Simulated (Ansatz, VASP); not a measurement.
**One calculation of AgI, two programs**

```
Ag I
1.0
     0.00000    3.28857    3.28857
     3.28857    0.00000    3.28857
     3.28857    3.28857    0.00000
Ag I
1 1
Direct
  0.00000 0.00000 0.00000
  0.25000 0.25000 0.25000
```

Alike in both runs: task single point; functional PBEsol; k mesh 4 × 4 × 4; no spin polarisation.

|  | VASP | Ansatz |
| --- | --- | --- |
| version | VASP 6.6.1 | Ansatz 0.2.0 |
| potentials or method | VASP PAW PBE potentials, release 64 (Ag, I) | plane waves, PAW |
| plane-wave cutoff (eV) | 500 | 420 |
| occupations | gaussian, width 0.01 eV | fixed |
| valence electrons in the cell | 18 | 36 |

```tsv
	VASP	Ansatz	Ansatz less VASP
gap on the k mesh at the Fermi level (eV)	1.20	1.20	-0.003
pressure (GPa)	-1.6	-1.6	+0.02
```

VASP's potentials were made for PBE, not for PBEsol. VASP's potentials hold 18 valence electrons a cell and Ansatz's 36, so a difference there can come from the potentials and not from the codes.

Spin-orbit coupling is off throughout.
